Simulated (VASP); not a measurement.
Here is a VASP 6.6.1 calculation.

The input INCAR:

```
ALGO = Normal ; EDIFF = 1E-6
ENCUT = 520 ; GGA = PE
ISIF = 2 ; ISMEAR = 0
LASPH = True ; LCHARG = False
LREAL = False ; LWAVE = False
NBANDS = 10 ; NELM = 100
PREC = Accurate ; SIGMA = 0.1
```

File KPOINTS:

```
k-points
0
Gamma
  18 18 6
```

POSCAR

```
Mg
1.0
    3.1996983751      0.0000000000      0.0000000000
   -1.5998491876      2.7710200773      0.0000000000
    0.0000000000      0.0000000000      7.8261641846
Mg
3
Direct
    0.0000000000      0.0000000000      0.0000000000
    0.3333333333      0.6666666667      0.3333333333
    0.6666666667      0.3333333333      0.6666666667
```

Potentials or basis: VASP PAW PBE potentials, release 64 (Mg).

Run with:

```console
$ cat potpaw_PBE.64/Mg/POTCAR > POTCAR
$ mpirun -np 1 vasp_std > vasp.out
```

Predict the pressure.

-0.1 GPa.

Predict the band gap on the k mesh.

zero (band 3 reaches 3.73 eV, above the bottom of band 4 at 1.29 eV).
